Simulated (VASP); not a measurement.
Write the native input for VASP 6.6.1 that does the following.

| Quantity | Value |
| --- | --- |
| Task | relaxation of cell and atoms |
| Functional | PBE |
| Potentials or basis | VASP PAW PBE potentials, release 64 (Al, O) |
| Cutoff | 600 eV |
| k mesh | 7 × 7 × 7 |
| Occupations | gaussian, width 0.01 eV |
| Spin | no spin polarisation |
| Dipole correction | no |
| Further INCAR settings | ALGO = Normal; EDIFF = 1e-07; IBRION = 2; EDIFFG = -0.005; NSW = 80; ISIF = 3 |

The structure of Al2O3 lies in POSCAR:

```
Al2O3
1.0
    2.4025136000      1.3870919000      4.3720844000
   -2.4025136000      1.3870919000      4.3720844000
    0.0000000000     -2.7741838000      4.3720844000
Al O
4 6
Direct
    0.6479040000      0.6479040000      0.6479040000
    0.8520960000      0.8520960000      0.8520960000
    0.1479040000      0.1479040000      0.1479040000
    0.3520960000      0.3520960000      0.3520960000
    0.4438545000      0.0561455000      0.7500000000
    0.9438545000      0.2500000000      0.5561455000
    0.0561455000      0.7500000000      0.4438545000
    0.7500000000      0.4438545000      0.0561455000
    0.2500000000      0.5561455000      0.9438545000
    0.5561455000      0.9438545000      0.2500000000
```

The input as run:

INCAR

```
PREC = Accurate
ENCUT = 600
EDIFF = 1E-7
ISMEAR = 0
SIGMA = 0.01
LREAL = F
LASPH = T
NELM = 80
ALGO = Normal
ISIF = 3
LWAVE = F
LCHARG = F
GGA = PE
IBRION = 2
NSW = 80
EDIFFG = -0.005
```

KPOINTS

```
regular mesh
0
Gamma
  7 7 7
```

Potentials or basis: VASP PAW PBE potentials, release 64 (Al, O).

The run is started by

```sh
$ cat potpaw_PBE.64/Al/POTCAR potpaw_PBE.64/O/POTCAR > POTCAR
$ mpirun -np 1 vasp_std > vasp.out
```

It gave:

The energy gained by relaxing is 0.0 meV/atom and the ionic steps are 2. The pressure after relaxing is 0.0 GPa. The largest force after relaxing is 0.004 eV/Å and the band gap on the k mesh is 5.87 eV.

Caveat: an odd mesh through Γ misses points on the zone boundary, where band edges can lie.

Run time: 3.1 min on 1 thread of Intel(R) Xeon(R) Platinum 8488C (Sapphire Rapids) (shared host), peak memory 0.31 GiB.
